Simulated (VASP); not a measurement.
Runs of VASP 6.6.1 on As. It takes space group R-3m (No. 166, trigonal). Conventional cell: a = 3.759 Å, b = 3.759 Å, c = 10.457 Å, α = 90.00°, β = 90.00°, γ = 120.00°. Within 3.3 Å of As (site symmetry 3m) lie 6 As at 2.52 to 3.10 Å. 

```csv
task,level,potentials or basis,gap on the mesh (eV),pressure (GPa),largest force (eV/Å)
single point,PBE,"VASP PAW PBE potentials, release 64 (As)",none,3.9,0.28
electric field gradients,r2SCAN,"VASP PAW PBE potentials, release 64 (As)",none,1.8,(c)
electric field gradients,LDA,"VASP PAW LDA potentials, release 64 (As)",none,(a),0.13
electric field gradients,PBEsol,"VASP PAW PBE potentials, release 64 (As)",none,0.5,(b)
```

Alike in all rows: no spin polarisation; cell as given; k mesh 11 × 11 × 11; cutoff (eV) 520; smearing fermi-dirac 0.03 eV.

Problem. Fill in the values left out.

Solution. (a) -1.1; (b) 0.24; (c) 0.02.

Caveats: the PAW data sets were made with another functional, which shifts forces and pressure a little (some runs).

A k mesh can miss the band edges, and the runs leave out spin-orbit coupling on As.

A gap of «none» marks levels without a gap at the run's occupations.
